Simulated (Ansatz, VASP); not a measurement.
## Be2Si: VASP beside Ansatz

```xyz
3
Lattice="0.0000 2.6414 2.6414 2.6414 0.0000 2.6414 2.6414 2.6414 0.0000" Properties=species:S:1:pos:R:3 pbc="T T T"
Si    0.0000    0.0000    0.0000
Be    1.3207    1.3207    1.3207
Be    3.9621    3.9621    3.9621
```

Alike in both runs: task single point; functional PBEsol; k mesh 6 × 6 × 6; occupations gaussian, width 0.2 eV; no spin polarisation.

|  | VASP | Ansatz |
| --- | --- | --- |
| version | VASP 6.6.1 | Ansatz 0.2.0 |
| potentials or method | VASP PAW PBE potentials, release 64 (Si, Be) | plane waves |
| plane-wave cutoff (eV) | 600 | 420 |
| valence electrons in the cell | 8 | 8 |

```csv
,VASP,Ansatz,Ansatz less VASP
pressure (GPa),-1.1,-1.3,-0.24
```

VASP's potentials were made for PBE, not for PBEsol.
